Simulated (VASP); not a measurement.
Input of a VASP 6.6.1 run:

File INCAR:

```
ALGO = Normal
EDIFF = 1E-7
EDIFFG = -0.04
ENCUT = 600
GGA = PE
IBRION = 2
ISIF = 3
ISMEAR = 0
LASPH = T
LCHARG = F
LREAL = F
LWAVE = F
NELM = 60
NSW = 90
PREC = Accurate
SIGMA = 0.1
```

File KPOINTS:

```
k-points
0
Gamma
  6 6 4
```

POSCAR

```
CaO
1.0
    3.2024310500      0.0000000000      0.0000000000
    0.0000000000      3.2024310500      0.0000000000
    0.0000000000      0.0000000000      3.7405377300
Ca O
1 1
Direct
    0.5000000000      0.5000000000      0.5000000000
    0.0000000000      0.0000000000      0.0000000000
```

Potentials or basis: VASP PAW PBE potentials, release 64 (Ca_sv, O).

Launch:

```console
$ cat potpaw_PBE.64/Ca_sv/POTCAR potpaw_PBE.64/O/POTCAR > POTCAR
$ mpirun -np 1 vasp_std > vasp.out
```

What does it give for the relaxed volume?

12.71 Å³/atom.

Predict the space group after relaxing (to 0.05 Å).

Pm-3m (No. 221).

Stress tensor (GPa, compression positive):
```
-0.13  0.00  0.00
 0.00 -0.13  0.00
 0.00  0.00  0.00
```

Caveat: the volume moved by over 15 % at a fixed basis, so the end points are rough.
